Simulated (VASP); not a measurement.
The system is ZnCd3SO.

```xyz
6
Lattice="4.0687 0.0000 0.0000 0.0000 4.0687 0.0000 0.0000 0.0000 8.2778" Properties=species:S:1:pos:R:3 pbc="T T T"
Zn    2.0344    2.0344    0.0000
Cd    2.0344    2.0344    2.2273
Cd    2.0344    2.0344    6.0505
Cd    0.0000    0.0000    0.0000
S     2.0344    2.0344    4.1389
O     0.0000    0.0000    4.1389
```

The cell was generated, and may not be a known phase.

* Program: VASP 6.6.1
* Task: relaxation of cell and atoms
* Functional: PBE
* Potentials or basis: VASP PAW PBE potentials, release 64 (Zn, Cd, S, O)
* Cutoff: 600 eV
* k mesh: 4 × 4 × 2
* Occupations: gaussian, width 0.1 eV
* Spin: collinear spin, ferromagnetic start
* Starting moments: [0.0, 0.0, 0.0, 0.0, 0.0, 1.0] μB

At the start: pressure 23.0 GPa; volume 22.84 Å³/atom.

How do energy, volume and symmetry change on relaxing?

Over 15 steps the energy falls by 931.2 meV/atom and the volume is 23.04 Å³/atom (+0.9 %); space group P4/mmm (No. 123, to 0.1 Å) before and after; moment 0.00 μB per cell.

The path:
| step | energy change (eV) | largest force (eV/Å) | pressure (GPa) | volume (Å³) |
| --- | --- | --- | --- | --- |
| 1 | 0.0000 | 8.7629 | 22.99 | 137.04 |
| 2 | -2.8338 | 0.5935 | -6.23 | 198.85 |
| 3 | -3.2763 | 0.8379 | -5.94 | 191.74 |
| 4 | -3.6372 | 1.0495 | -5.79 | 185.94 |
| 5 | -4.8900 | 1.9437 | -2.64 | 161.98 |
| 6 | -4.8334 | 1.9175 | 0.59 | 154.43 |
| 7 | -4.9148 | 2.0029 | -1.85 | 159.77 |
| 8 | -4.9177 | 2.0073 | -1.65 | 159.24 |
| 9 | -5.3383 | 0.7740 | -2.67 | 154.74 |
| 10 | -5.4637 | 0.2278 | -2.87 | 151.36 |
| 11 | -5.4805 | 0.0564 | -2.81 | 149.90 |
| 12 | -5.5780 | 0.3070 | 0.00 | 139.23 |
| 13 | -5.5784 | 0.2819 | -0.19 | 139.83 |
| 14 | -5.5856 | 0.1361 | -0.09 | 138.94 |
| 15 | -5.5874 | 0.0272 | 0.00 | 138.25 |

Final structure:
```yaml
crystal:
  lattice:
    - [3.70116, 0.00000, 0.00000]
    - [0.00000, 3.70116, 0.00000]
    - [0.00000, 0.00000, 10.09228]
  atoms:
    - { symbol: Zn, position: [0.50000, 0.50000, 0.00000] }
    - { symbol: Cd, position: [0.50000, 0.50000, 0.25673] }
    - { symbol: Cd, position: [0.50000, 0.50000, 0.74327] }
    - { symbol: Cd, position: [0.00000, 0.00000, 0.00000] }
    - { symbol: S, position: [0.50000, 0.50000, 0.50000] }
    - { symbol: O, position: [0.00000, 0.00000, 0.50000] }
```

Caveat: the k points lie up to 0.42 Å⁻¹ apart in the final cell, too coarse for converged energies and pressures of a metal; a cell axis changed by over 15 % at a fixed basis, so the end point is rough.
